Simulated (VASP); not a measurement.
# CuO (Tenorite) (Cc) in VASP: further runs, part 2 of 2

VASP 6.6.1. The steps go on from the part before.

## 3. Single point, RPBE

This run uses another cell than the first one, of 9.76 Å³/atom, 1.021 times its volume.

Contents of INCAR:

```
  PREC = Accurate
  ENCUT = 520
  EDIFF = 1E-7
  ISMEAR = -1
  SIGMA = 0.05
  LREAL = F
  LASPH = T
  NELM = 80
  ALGO = Normal
  ISIF = 2
  LWAVE = F
  LCHARG = F
  GGA = RP
  NBANDS = 25
```

Contents of KPOINTS:

```
Automatic mesh
0
Gamma
  10 10 5
```

Contents of POSCAR:

```
CuO
1.0
    2.3129616560     -1.6902431073      0.0000000000
    2.3129616560      1.6902431073      0.0000000000
   -0.8489238166      0.0000000000      4.9910572484
Cu O
2 2
Direct
    0.4968000000      0.0032000000      0.5000000000
    0.0032000000      0.4968000000      0.0000000000
    0.4056000000      0.5714000000      0.7537000000
    0.5714000000      0.4056000000      0.2537000000
```

Potentials or basis: VASP PAW PBE potentials, release 64 (Cu, O).

Launch:

```bash
$ cat potpaw_PBE.64/Cu/POTCAR potpaw_PBE.64/O/POTCAR > POTCAR
$ mpirun -np 1 vasp_std > vasp.out
```

OUTCAR:

```text
PREC = Accurate
   ENCUT = 520
   EDIFF = 1E-7
   ISMEAR = -1
   LREAL = F
   LASPH = T
   NELM = 80
   ISIF = 2
   GGA = RP

 ion  position               nearest neighbor table
   1  0.497  0.003  0.500-   4 1.88   3 1.91   4 1.95   3 1.99
   2  0.003  0.497  0.000-   3 1.88   4 1.91   3 1.95   4 1.99
   3  0.406  0.571  0.754-   2 1.88   1 1.91   2 1.95   1 1.99
   4  0.571  0.406  0.254-   1 1.88   2 1.91   1 1.95   2 1.99

  LATTYP: Found a base centered monoclinic cell.
 ALAT       =     4.6259233120
 B/A-ratio  =     0.7307700510
 C/A-ratio  =     1.0944277398
 COS(beta)  =    -0.1676807457

  Lattice vectors:

 A1 = (   2.3129616560,  -1.6902431073,   0.0000000000)
 A2 = (   2.3129616560,   1.6902431073,   0.0000000000)
 A3 = (  -0.8489238166,   0.0000000000,   4.9910572484)

Analysis of symmetry for initial positions (statically):
=====================================================================
 Subroutine PRICEL returns:
 Original cell was already a primitive cell.

 Routine SETGRP: Setting up the symmetry group for a
[... 171 lines left out ...]

  energy without entropy =      -17.51733605  energy(sigma->0) =      -17.52663457

 E-fermi :   6.4275     XC(G=0): -11.9298

 val. band max:        6.4138399773   @ k =   0.5000   0.1000   0.2000
 cond. band min:       6.4357343429   @ k =   0.4000   0.2000   0.4000
 fundamental gap:      0.0218943656
 Fermi energy:         6.4274803511

 k-point     1 :       0.0000    0.0000    0.0000
  band No.  band energies     occupation
      1     -13.9735      2.00000
      2     -12.5657      2.00000
      3      -2.0947      2.00000
      4       0.5840      2.00000
      5       0.9520      2.00000
      6       2.8406      2.00000
[... 661 lines left out ...]
     24      20.1558      0.00000
     25      21.1675      0.00000

 [... further k-points ...]

------------------------ aborting loop because EDIFF is reached ----------------------------------------

  FORCE on cell =-STRESS in cart. coord.  units (eV):
  Direction    XX          YY          ZZ          XY          YZ          ZX
  --------------------------------------------------------------------------------------
  -------------------------------------------------------------------------------------
  Total        5.1909569      4.5006583      5.4490952      0.0000000      0.0000000     -0.8678989
  in kB      213.1168828    184.7763887    223.7148558      0.0000000      0.0000000    -35.6319474
  external PRESSURE =     207.2027091 kB  Pullay stress =       0.0000000 kB

 VOLUME and BASIS-vectors are now :
 -----------------------------------------------------------------------------
  energy-cutoff  :      520.00
  volume of cell :       39.02
      direct lattice vectors                 reciprocal lattice vectors
     2.312961656 -1.690243107  0.000000000     0.216173061 -0.295815435  0.036768655
     2.312961656  1.690243107  0.000000000     0.216173061  0.295815435  0.036768655
    -0.848923817  0.000000000  4.991057248     0.000000000  0.000000000  0.200358351

 POSITION                                       TOTAL-FORCE (eV/Angst)
 -----------------------------------------------------------------------------------
      0.73202     -0.83430      2.49553        -0.769855     -0.453284      0.309751
      1.15648      0.83430      0.00000        -0.769855      0.453284      0.309751
      1.61993      0.28024      3.76176         0.769855     -0.057550     -0.309751
      2.04439     -0.28024      1.26623         0.769855      0.057550     -0.309751
 -----------------------------------------------------------------------------------
    total drift:                                0.000144      0.000000      0.000236

  FREE ENERGIE OF THE ION-ELECTRON SYSTEM (eV)
  ---------------------------------------------------
  free  energy   TOTEN  =       -17.5359330885 eV

  energy  without entropy=      -17.5173360482  energy(sigma->0) =      -17.52663457
```

stdout:

```text
POSCAR found type information on POSCAR CuO
 POSCAR found :  2 types and       4 ions
 scaLAPACK will be used
 -----------------------------------------------------------------------------
|                                                                             |
|                                                                             |
|     You enforced a specific xc type in the INCAR file but a different       |
|     I HOPE YOU KNOW WHAT YOU ARE DOING!                                     |
|                                                                             |
 -----------------------------------------------------------------------------

 LDA part: xc-table for (Slater+PW92), standard interpolation
 POSCAR, INCAR and KPOINTS ok, starting setup
 FFT: planning ... GRIDC
 FFT: planning ... GRID_SOFT
 FFT: planning ... GRID
 WAVECAR not read
 entering main loop
```

Wall time 63 s (1 thread of Intel Xeon 6975P-C (Granite Rapids), shared host); peak memory 0.23 GiB.

Results:

- Free energy: -17.5359 eV
- Pressure: 20.7 GPa
- Largest force: 0.946 eV/Å
- Band gap on the k mesh: zero (band 17 reaches 6.70 eV, above the bottom of band 18 at 6.10 eV)

Forces on the atoms (eV/Å):
```
Cu  -0.770 -0.453  0.310
Cu  -0.770  0.453  0.310
O    0.770 -0.058 -0.310
O    0.770  0.058 -0.310
```

Stress tensor (GPa, compression positive):
```
21.31  0.00 -3.56
 0.00 18.48  0.00
-3.56  0.00 22.37
```

Levels at points of the mesh, in eV from the Fermi level:
| k point | band 13 | band 14 | band 15 | band 16 | band 17 | band 18 | band 19 | band 20 | band 21 | band 22 |
| --- | --- | --- | --- | --- | --- | --- | --- | --- | --- | --- |
| (0.00, 0.00, 0.00) | -2.46 | -2.35 | -2.26 | -1.74 | 0.22 | 0.95 | 1.89 | 6.15 | 8.47 | 13.63 |
| (0.50, 0.00, 0.00) | -2.17 | -1.70 | -1.59 | -1.48 | -0.03 | 0.29 | 4.97 | 6.56 | 7.19 | 11.41 |
| (0.50, 0.50, 0.00) | -2.27 | -2.24 | -1.71 | -1.30 | -0.69 | 1.11 | 3.34 | 7.30 | 8.71 | 10.41 |

Caveat: the PAW data sets were made with another functional, which shifts forces and pressure a little; semilocal functionals often make such compounds metallic where correlation or magnetic order opens a gap, which also shifts bond lengths. With open d or f shells a metallic result of RPBE can be an artefact of self-interaction; +U or a hybrid may open a gap.

## 4. Single point, RPBE

This run uses another cell than the first one, of 9.96 Å³/atom, 1.043 times its volume.

Contents of INCAR:

```
PREC = Accurate ; ENCUT = 520
EDIFF = 1E-7 ; ISMEAR = -1
SIGMA = 0.05 ; LREAL = F
LASPH = T ; NELM = 60
ALGO = Normal ; ISIF = 2
LWAVE = F ; LCHARG = T
GGA = RP ; LELF = T
LVHAR = T ; NBANDS = 25
```

KPOINTS is that of step 3.

Contents of POSCAR:

```
CuO
1.0
    2.3289136198     -1.7019003246      0.0000000000
    2.3289136198      1.7019003246      0.0000000000
   -0.8547786486      0.0000000000      5.0254794206
Cu O
2 2
Direct
    0.4968000000      0.0032000000      0.5000000000
    0.0032000000      0.4968000000      0.0000000000
    0.4056000000      0.5714000000      0.7537000000
    0.5714000000      0.4056000000      0.2537000000
```

Launch:

```bash
$ cat potpaw_PBE.64/Cu/POTCAR potpaw_PBE.64/O/POTCAR > POTCAR
$ mpirun -np 1 vasp_std > vasp.out
```

It took 63 s on 1 thread of Intel Xeon 6975P-C (Granite Rapids), shared host; peak memory 0.23 GiB.

Results (log left out):

```
Free energy            : -17.6305 eV
Pressure               : 16.1 GPa
Largest force          : 0.877 eV/Å
Band gap on the k mesh : zero (band 17 reaches 6.41 eV, above the bottom of band 18 at 5.81 eV)
```

Forces in eV/Å, atoms in the order of the input:
```
Cu  -0.718 -0.415  0.286
Cu  -0.718  0.415  0.286
O    0.718 -0.129 -0.286
O    0.718  0.129 -0.286
```

Stress tensor (GPa, compression positive):
```
16.47  0.00 -2.90
 0.00 14.87  0.00
-2.90  0.00 16.94
```

Levels at points of the mesh, in eV from the Fermi level:
| k point | band 13 | band 14 | band 15 | band 16 | band 17 | band 18 | band 19 | band 20 | band 21 | band 22 |
| --- | --- | --- | --- | --- | --- | --- | --- | --- | --- | --- |
| (0.00, 0.00, 0.00) | -2.39 | -2.29 | -2.20 | -1.70 | 0.22 | 0.93 | 1.82 | 6.14 | 8.34 | 13.54 |
| (0.50, 0.00, 0.00) | -2.11 | -1.65 | -1.54 | -1.44 | -0.03 | 0.29 | 4.98 | 6.48 | 7.10 | 11.30 |
| (0.50, 0.50, 0.00) | -2.20 | -2.18 | -1.69 | -1.26 | -0.67 | 1.09 | 3.40 | 7.23 | 8.68 | 10.25 |

Caveat: the PAW data sets were made with another functional, which shifts forces and pressure a little; semilocal functionals often make such compounds metallic where correlation or magnetic order opens a gap, which also shifts bond lengths. With open d or f shells a metallic result of RPBE can be an artefact of self-interaction; +U or a hybrid may open a gap.

## 5. The runs side by side

| cell | gap on the mesh (eV) | pressure (GPa) | largest force (eV/Å) |
| --- | --- | --- | --- |
| a = 2.845, b = 2.845, c = 5.027 Å, angles 97.8, 97.8, 72.3°, 4 atoms | none | 26.0 | 1.02 |
| a = 2.865, b = 2.865, c = 5.063 Å, angles 97.8, 97.8, 72.3°, 4 atoms | none | 20.7 | 0.95 |
| a = 2.884, b = 2.884, c = 5.098 Å, angles 97.8, 97.8, 72.3°, 4 atoms | none | 16.1 | 0.88 |

Alike in all rows: task single point; level RPBE; potentials or basis VASP PAW PBE potentials, release 64 (Cu, O); no spin polarisation; k mesh 10 × 10 × 5; cutoff (eV) 520; smearing fermi-dirac 0.05 eV.

Caveats: the PAW data sets were made with another functional, which shifts forces and pressure a little; semilocal functionals often make such compounds metallic where correlation or magnetic order opens a gap, which also shifts bond lengths.

Absolute energies hang on the potentials; compare differences alone.
